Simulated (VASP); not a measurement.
# TePb: single point with PBE

The system is TePb.

```
CELL_PARAMETERS angstrom
0.00000 3.64149 3.64149
3.64149 0.00000 3.64149
3.64149 3.64149 0.00000
ATOMIC_POSITIONS crystal
Pb 0.00000 0.00000 0.00000
Te 0.25000 0.25000 0.25000
```

```json
{"Program": "VASP 6.6.1", "Task": "single point", "Functional": "PBE", "Potentials or basis": "VASP PAW PBE potentials, release 64 (Pb_d, Te)", "Cutoff": "520 eV", "k mesh": "6 × 6 × 6", "Occupations": "gaussian, width 0.01 eV", "Spin": "no spin polarisation"}
```

```yaml
Pressure: 0.5 GPa
Band_gap_on_the_k_mesh: 0.74 eV, indirect (least direct gap 1.19 eV)
```

Levels at points of the mesh, in eV from the valence-band top:
| k point | band 8 | band 9 | band 10 | band 11 | band 12 | band 13 |
| --- | --- | --- | --- | --- | --- | --- |
| (0.00, 0.00, 0.00) | -1.30 | -1.30 | -1.30 | 1.67 | 1.67 | 1.67 |
| (0.50, 0.00, 0.00) | -1.86 | -1.86 | -1.78 | 2.49 | 2.49 | 3.87 |
| (0.50, 0.50, 0.00) | -2.53 | -2.53 | -0.45 | 0.74 | 4.54 | 4.54 |

Wall time 38 s on 1 thread of AMD EPYC 7R13 (shared host), peak memory 0.25 GiB.

Caveat: spin-orbit coupling is left out, which moves the levels of the heavy elements. A k mesh can miss the band edges.
